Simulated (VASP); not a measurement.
# Ta (Fd-3m) in VASP: further runs, part 2 of 2

VASP 6.6.1.

## Step 4: Single point, PBE (volume scaled by 0.58)

File INCAR:

```
SYSTEM = Ta
PREC = Accurate
ENCUT = 520
EDIFF = 1E-7
ISMEAR = -1
SIGMA = 0.08
LREAL = .False.
LASPH = .True.
NELM = 60
ALGO = Normal
ISIF = 2
LWAVE = .False.
LCHARG = .True.
GGA = PE
LELF = .True.
LVHAR = .True.
NBANDS = 18
```

File KPOINTS:

```
regular mesh
0
Gamma
  12 12 12
  0 0 0
```

File POSCAR:

```
Ta
1.0
    0.0000000000      2.5449450545      2.5449450545
    2.5449450545      0.0000000000      2.5449450545
    2.5449450545      2.5449450545      0.0000000000
Ta
2
Direct
   -0.1250000000     -0.1250000000     -0.1250000000
    0.1250000000      0.1250000000      0.1250000000
```

Potentials or basis: VASP PAW PBE potentials, release 64 (Ta_pv).

Started as:

```console
> cat potpaw_PBE.64/Ta_pv/POTCAR > POTCAR
> mpirun -np 1 vasp_std > vasp.out
```

OUTCAR:

```text
SYSTEM = Ta
   PREC = Accurate
   ENCUT = 520
   EDIFF = 1E-7
   ISMEAR = -1
   LREAL = .False.
   LASPH = .True.
   NELM = 60
   ISIF = 2
   GGA = PE

 ion  position               nearest neighbor table
   1  0.875  0.875  0.875-   2 2.20   2 2.20   2 2.20   2 2.20
   2  0.125  0.125  0.125-   1 2.20   1 2.20   1 2.20   1 2.20

  LATTYP: Found a face centered cubic cell.
 ALAT       =     5.0898901090

  Lattice vectors:

 A1 = (   0.0000000000,   2.5449450545,   2.5449450545)
 A2 = (   2.5449450545,   0.0000000000,   2.5449450545)
 A3 = (   2.5449450545,   2.5449450545,   0.0000000000)

Analysis of symmetry for initial positions (statically):
=====================================================================
 Subroutine PRICEL returns:
 Original cell was already a primitive cell.

 Routine SETGRP: Setting up the symmetry group for a
 face centered cubic supercell.

 Subroutine GETGRP returns: Found 48 space group operations
 (whereof 12 operations were pure point group operations)
 out of a pool of 48 trial point group operations.

The static configuration has the point symmetry D_3d.
 The point group associated with its full space group is O_h .

Analysis of symmetry for dynamics (positions and initial velocities):
=====================================================================
 Subroutine PRICEL returns:
 Original cell was already a primitive cell.

 Routine SETGRP: Setting up the symmetry group for a
 face centered cubic supercell.

 Subroutine GETGRP returns: Found 48 space group operations
 (whereof 12 operations were pure point group operations)
 out of a pool of 48 trial point group operations.

The dynamic configuration has the point symmetry D_3d.
 The point group associated with its full space group is O_h .
[... 110 lines left out ...]
   NELECT =      22.0000    total number of electrons
   NUPDOWN=      -1.0000    fix difference up-down
   EMIN   =  10.00;   EMAX   =-10.00  energy-range for DOS
   EFERMI =   0.00;   METHOD = LEGACY
   ISMEAR =    -1;   SIGMA  =   0.08  broadening in eV -4-tet -1-fermi 0-gaus
   EFERMI_NEDOS =   21; number of points for ismear=-14 and -15
   IALGO  =     38    algorithm
   IMIX   =      4    mixing-type and parameters
     AMIX     =   0.40;   BMIX     =  1.00
     AMIX_MAG =   1.60;   BMIX_MAG =  1.00
  volume/ion in A,a.u.               =      16.48       111.23
  Fermi-wavevector in a.u.,A,eV,Ry     =   1.430630  2.703499 27.847072  2.046702
  Thomas-Fermi vector in A             =   2.550454
   LORBIT       =      0    0 simple, 1 ext, 2 COOP (PROOUT), +10 PAW based schemes
   GGA     = PE    functional components
   LHFCALC =     F    Hartree Fock is set to
   AEXX    =    0.0000 exact exchange contribution
   IVDW    =     0    specifies the selected vdW correction
   LEPSILON=     F    determine dielectric tensor
   LRPA    =     F    only Hartree local field effects (RPA)
 non-spin polarized calculation
  energy-cutoff  :      520.00
  volume of cell :       32.97
 maximum number of plane-waves:       911
   NGX = 13   NGY = 13   NGZ = 13

 number of electron      22.0000001 magnetization

 Free energy of the ion-electron system (eV)
  ---------------------------------------------------
  ext. energy  EPLUGINS =         0.00000000
  ---------------------------------------------------
  free energy    TOTEN  =       -12.85827157 eV

  energy without entropy =      -12.82510540  energy(sigma->0) =      -12.84168849

 E-fermi :   6.2156     XC(G=0): -12.6405

 val. band max:        6.2004567317   @ k =   0.2500   0.0000   0.0000
 cond. band min:       6.2742789259   @ k =  -0.0833   0.0833   0.0000
 fundamental gap:      0.0738221943
 Fermi energy:         6.2156347180

 k-point     1 :       0.0000    0.0000    0.0000
  band No.  band energies     occupation
      1     -29.1826      2.00000
      2     -29.1826      2.00000
      3     -29.1826      2.00000
      4     -26.2893      2.00000
      5     -26.2893      2.00000
      6     -26.2893      2.00000
[... 481 lines left out ...]
      5     -25.7100      2.00000
      6     -25.4656      2.00000
[... 10 lines left out ...]
     17      13.8424      0.00000
     18      14.8997      0.00000

 [... further k-points ...]

------------------------ aborting loop because EDIFF is reached ----------------------------------------

  FORCE on cell =-STRESS in cart. coord.  units (eV):
  Direction    XX          YY          ZZ          XY          YZ          ZX
  --------------------------------------------------------------------------------------
  -------------------------------------------------------------------------------------
  Total       22.3145644     22.3145644     22.3145644      0.0000000     -0.0000000     -0.0000000
  in kB     1084.5105211   1084.5105211   1084.5105211      0.0000000     -0.0000000     -0.0000000
  external PRESSURE =    1084.5105211 kB  Pullay stress =       0.0000000 kB

 VOLUME and BASIS-vectors are now :
 -----------------------------------------------------------------------------
  energy-cutoff  :      520.00
  volume of cell :       32.97
      direct lattice vectors                 reciprocal lattice vectors
     0.000000000  2.544945054  2.544945054    -0.196467896  0.196467896  0.196467896
     2.544945054  0.000000000  2.544945054     0.196467896 -0.196467896  0.196467896
     2.544945054  2.544945054  0.000000000     0.196467896  0.196467896 -0.196467896

 POSITION                                       TOTAL-FORCE (eV/Angst)
 -----------------------------------------------------------------------------------
      4.45365      4.45365      4.45365         0.000000      0.000000      0.000000
      0.63624      0.63624      0.63624        -0.000000     -0.000000     -0.000000
 -----------------------------------------------------------------------------------
    total drift:                                0.000000     -0.000000     -0.000000

  FREE ENERGIE OF THE ION-ELECTRON SYSTEM (eV)
  ---------------------------------------------------
  free  energy   TOTEN  =       -12.8582715702 eV

  energy  without entropy=      -12.8251054017  energy(sigma->0) =      -12.84168849
```

OSZICAR:

```text
N       E                     dE             d eps       ncg     rms          rms(c)
DAV:   1     0.192621635811E+03    0.19262E+03   -0.12921E+04  2592   0.130E+03
DAV:   2    -0.787619616181E+01   -0.20050E+03   -0.19590E+03  3008   0.375E+02
DAV:   3    -0.130784475479E+02   -0.52023E+01   -0.50951E+01  3074   0.574E+01
DAV:   4    -0.131164641053E+02   -0.38017E-01   -0.37958E-01  3056   0.505E+00
DAV:   5    -0.131167550700E+02   -0.29096E-03   -0.29094E-03  3004   0.420E-01    0.319E+01
DAV:   6    -0.129446761096E+02    0.17208E+00   -0.23124E-02  2754   0.132E+00    0.191E+01
DAV:   7    -0.128580801228E+02    0.86596E-01   -0.50799E-02  2672   0.195E+00    0.159E-01
DAV:   8    -0.128582409951E+02   -0.16087E-03   -0.20369E-03  3028   0.337E-01    0.970E-02
DAV:   9    -0.128582712418E+02   -0.30247E-04   -0.67659E-05  3022   0.601E-02    0.253E-02
DAV:  10    -0.128582709940E+02    0.24788E-06   -0.90914E-06  2996   0.225E-02    0.132E-02
DAV:  11    -0.128582716948E+02   -0.70089E-06   -0.22073E-07  2998   0.403E-03    0.216E-03
DAV:  12    -0.128582715524E+02    0.14246E-06   -0.44526E-08  1412   0.206E-03    0.233E-04
DAV:  13    -0.128582715702E+02   -0.17793E-07   -0.22374E-09  1362   0.389E-04
   1 F= -.12858272E+02 E0= -.12841688E+02  d E =-.331662E-01
```

Run time: 39 s. Hardware: 1 thread of Intel Xeon 6975P-C, shared host; peak memory 0.18 GiB.

What came out:

| Property | Result |
| --- | --- |
| Free energy | -12.8583 eV |
| Pressure | 108.5 GPa |
| Band gap on the k mesh | zero (band 11 reaches 7.23 eV, above the bottom of band 12 at 4.72 eV) |

Levels at points of the mesh, in eV from the Fermi level:
```csv
k point,band 9,band 10,band 11,band 12,band 13,band 14
"(0.00, 0.00, 0.00)",-3.32,-0.67,-0.67,-0.67,3.29,3.29
"(0.50, 0.00, 0.00)",-2.93,-2.93,-1.50,-1.50,1.48,5.59
"(0.50, 0.50, 0.00)",-1.42,-1.42,0.99,0.99,1.57,1.57
```

Caveat: spin-orbit coupling is left out, which moves the levels of the heavy elements.

## Step 5: Single point, PBE (volume scaled by 0.68)

File INCAR:

```
ALGO     = Normal         # electronic algorithm
EDIFF    = 1E-6           # SCF threshold, eV
ENCUT    = 520            # plane-wave cutoff, eV
GGA      = PE             # functional
ISIF     = 2              # what is computed and relaxed
ISMEAR   = -1             # smearing method
LASPH    = T              # aspherical terms in the spheres
LCHARG   = F              # write CHGCAR
LREAL    = F              # projectors in reciprocal space
LWAVE    = F              # write WAVECAR
NBANDS   = 18             # bands
NELM     = 60             # most SCF steps
PREC     = Accurate       # precision mode
SIGMA    = 0.08           # smearing width, eV
```

File KPOINTS:

```
k-points
0
Gamma
  12 12 12
```

File POSCAR:

```
Ta
1.0
    0.0000000000      2.6835233799      2.6835233799
    2.6835233799      0.0000000000      2.6835233799
    2.6835233799      2.6835233799      0.0000000000
Ta
2
Direct
   -0.1250000000     -0.1250000000     -0.1250000000
    0.1250000000      0.1250000000      0.1250000000
```

Started as:

```console
> cat potpaw_PBE.64/Ta_pv/POTCAR > POTCAR
> mpirun -np 1 vasp_std > vasp.out
```

Run time: 36 s. Hardware: 1 thread of Intel Xeon 6975P-C, shared host; peak memory 0.18 GiB.

The run converged. Its results:

- Free energy: -15.6312 eV
- Pressure: 54.0 GPa
- Band gap on the k mesh: zero (band 11 reaches 5.36 eV, above the bottom of band 12 at 3.76 eV)

Levels at points of the mesh, in eV from the Fermi level:
```tsv
k point	band 9	band 10	band 11	band 12	band 13	band 14
(0.00, 0.00, 0.00)	-2.43	-0.53	-0.53	-0.53	2.75	2.75
(0.50, 0.00, 0.00)	-2.17	-2.17	-1.03	-1.03	0.83	4.68
(0.50, 0.50, 0.00)	-0.94	-0.94	0.11	0.11	1.73	1.73
```

Caveat: spin-orbit coupling is left out, which moves the levels of the heavy elements.

## Step 6: Summary

```csv
cell,gap on the mesh (eV),pressure (GPa)
"a = 3.257 Å, angles 60.0°, 2 atoms",none,331.4
"a = 3.425 Å, angles 60.0°, 2 atoms",none,192.6
"a = 3.599 Å, angles 60.0°, 2 atoms",none,108.5
"a = 3.795 Å, angles 60.0°, 2 atoms",none,54.0
```

Alike in all rows: task single point; level PBE; potentials or basis VASP PAW PBE potentials, release 64 (Ta_pv); no spin polarisation; k mesh 12 × 12 × 12; cutoff (eV) 520; smearing fermi-dirac 0.08 eV.

Caveats: spin-orbit coupling is left out, which moves the levels of the heavy elements.

Total energies depend on the potentials used, so only differences within one code and one set of settings carry meaning.
